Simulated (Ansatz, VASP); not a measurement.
## Two plane-wave programs on TlPdCl3

The input INCAR:

```
SYSTEM = TlPdCl3
ALGO = Normal ; EDIFF = 1E-6
ENCUT = 520 ; GGA = PE
ISIF = 2 ; ISMEAR = 0
LASPH = .True. ; LCHARG = .False.
LREAL = .False. ; LWAVE = .False.
NBANDS = 30 ; NELM = 80
PREC = Accurate ; SIGMA = 0.1
```

KPOINTS

```
k-points
0
Gamma
  8 8 8
  0 0 0
```

File POSCAR:

```
TlPdCl3
1.0
    4.9761169154      0.0000000000      0.0000000000
    0.0000000000      4.9761169154      0.0000000000
    0.0000000000      0.0000000000      4.9761169154
Tl Pd Cl
1 1 3
Direct
    0.5000000000      0.5000000000      0.5000000000
    0.0000000000      0.0000000000      0.0000000000
    0.5000000000      0.0000000000      0.0000000000
    0.0000000000      0.5000000000      0.0000000000
    0.0000000000      0.0000000000      0.5000000000
```

Input for Ansatz:

```yaml
crystal:
  lattice:
    - [4.9761169154, 0.0, 0.0]
    - [0.0, 4.9761169154, 0.0]
    - [0.0, 0.0, 4.9761169154]
  atoms:
    - { symbol: Tl, position: [0.5, 0.5, 0.5] }
    - { symbol: Pd, position: [0.0, 0.0, 0.0] }
    - { symbol: Cl, position: [0.5, 0.0, 0.0] }
    - { symbol: Cl, position: [0.0, 0.5, 0.0] }
    - { symbol: Cl, position: [0.0, 0.0, 0.5] }
basis:
  ecutwfc: 420
kpoints:
  mp_grid: { grid: [8, 8, 8] }
  band_path:
    path:
      - [[0.0, 0.0, 0.0], [0.0, 0.5, 0.0], [0.5, 0.5, 0.0], [0.0, 0.0, 0.0], [0.5, 0.5, 0.5], [0.0, 0.5, 0.0]]
      - [[0.5, 0.5, 0.5], [0.5, 0.5, 0.0]]
    npoints: 14
hamiltonian:
  xc: pbe
scf:
  occupations: { method: gaussian, width: 0.1 }
  n_extra_bands: 12
output:
  forces: true
  stress: true
  eigenvalues: true
  populations: true
  dos: { projected: true, de: 0.02, nscf_kmesh: { grid: [10, 10, 10] } }
  bader: true
  write_density: true
  write_potential: true
  elf: true
  volumetric_format: npy
checkpoint:
  read: start.run
  write: ck
  compress: false
  write_wavefunctions: false
  write_every: 100000
```

Alike in both runs: task single point; functional PBE; k mesh 8 × 8 × 8; occupations gaussian, width 0.1 eV; no spin polarisation.

|  | VASP | Ansatz |
| --- | --- | --- |
| version | VASP 6.6.1 | Ansatz 0.2.0 |
| potentials or method | VASP PAW PBE potentials, release 64 (Tl_d, Pd, Cl), cutoff 520 eV | scalar-relativistic, plane waves, PAW |
| valence electrons in the cell | 44 | 52 |

```csv
,VASP,Ansatz,Ansatz less VASP
gap on the k mesh at the Fermi level (eV),none,none,-
pressure (GPa),-0.1,0.0,+0.11
```

A gap of «none» marks a metal or a gap that the smearing closes. The functional is the same, so the differences come from potentials, cutoffs and numerics. VASP's potentials hold 44 valence electrons a cell and Ansatz's 52, so a difference there can come from the potentials and not from the codes.

Neither program's run includes spin-orbit coupling.
